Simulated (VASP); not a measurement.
Pt, 1 atom in the cell. The structure is trigonal, space group R-3m (No. 166). The conventional cell has a = 5.136 Å, b = 5.136 Å, c = 2.115 Å, α = 90.00°, β = 90.00°, γ = 120.00°. Within 2.8 Å of Pt (site symmetry -3m) lie 2 Pt at 2.12 Å. 

```yaml
Program: VASP 6.6.1
Task: single point
Functional: LDA
Potentials_or_basis: VASP PAW LDA potentials, release 64 (Pt)
Cutoff: 520 eV
k_mesh: 22 × 22 × 22
Occupations: gaussian, width 0.15 eV
Spin: no spin polarisation
Dipole_correction: no
Further_INCAR_settings: ALGO = Fast; EDIFF = 1e-06; NBANDS = 11
```

Potentials or basis: VASP PAW LDA potentials, release 64 (Pt).

Command:

```console
$ cat potpaw_LDA.64/Pt/POTCAR > POTCAR
$ mpirun -np 1 vasp_std > vasp.out
```

Hardware: 1 thread of Intel(R) Xeon(R) 6975P-C (Granite Rapids), on a shared host.

How long does it take, and how much memory?

It took 58 s on 1 thread of Intel(R) Xeon(R) 6975P-C (Granite Rapids), with other jobs on the host, peak memory 0.29 GiB. Counts: scf iterations 12, k points 1024.
